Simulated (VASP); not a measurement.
Write the native input for VASP 6.6.1 that does the following.

* Task: relaxation of shape and atoms at fixed volume
* Functional: r2SCAN
* Potentials or basis: VASP PAW PBE potentials, release 64 (Cd, In_d)
* Cutoff: 600 eV
* k mesh: 15 × 15 × 8
* Occupations: gaussian, width 0.1 eV
* Spin: no spin polarisation
* Dipole correction: no
* Further INCAR settings: ALGO = Normal; EDIFF = 1e-06; IBRION = 2; EDIFFG = -0.01; NSW = 50; ISIF = 4

The system is CdIn.

```
CELL_PARAMETERS angstrom
3.18730 0.00000 0.00000
-1.59365 2.76028 0.00000
0.00000 0.00000 5.92398
ATOMIC_POSITIONS crystal
Cd 0.00000 0.00000 0.50000
In 0.66667 0.33333 0.00000
```

This cell differs from its parent crystal: volume scaled by 1.06.

One way to write it, as run:

POSCAR

```
CdIn
1.0
    3.1873017535      0.0000000000      0.0000000000
   -1.5936508768      2.7602842881      0.0000000000
    0.0000000000      0.0000000000      5.9239841364
Cd In
1 1
Direct
    0.0000000000      0.0000000000      0.5000000000
    0.6666666667      0.3333333333      0.0000000000
```

INCAR.step1

```
PREC = Accurate ; ENCUT = 600
ISMEAR = 0 ; SIGMA = 0.1
LREAL = False ; LASPH = True
NELM = 100 ; GGA = PE
ALGO = Normal ; EDIFF = 1E-4
LWAVE = True ; LCHARG = False
```

INCAR.step2

```
PREC = Accurate ; ENCUT = 600
EDIFF = 1E-6 ; ISMEAR = 0
SIGMA = 0.1 ; LREAL = False
LASPH = True ; NELM = 100
ALGO = Normal ; ISIF = 4
LWAVE = False ; LCHARG = False
METAGGA = R2SCAN ; LMIXTAU = True
IBRION = 2 ; NSW = 50
EDIFFG = -0.01 ; ISTART = 1
```

KPOINTS

```
Automatic mesh
0
Gamma
  15 15 8
```

Potentials or basis: VASP PAW PBE potentials, release 64 (Cd, In_d).

The run is started by

```console
$ cat potpaw_PBE.64/Cd/POTCAR potpaw_PBE.64/In_d/POTCAR > POTCAR
$ cp INCAR.step1 INCAR
$ mpirun -np 1 vasp_std > vasp.out
$ cp INCAR.step2 INCAR
$ mpirun -np 1 vasp_std > vasp.out
```

It gave:

The energy gained by relaxing is 0.2 meV/atom. The ionic steps are 3 and the pressure after relaxing is -2.0 GPa.

Caveat: the PAW data sets were made with another functional, which shifts forces and pressure a little.

Wall time 16 min on 1 thread of Intel(R) Xeon(R) 6975P-C (Granite Rapids), on a shared host, peak memory 0.32 GiB.
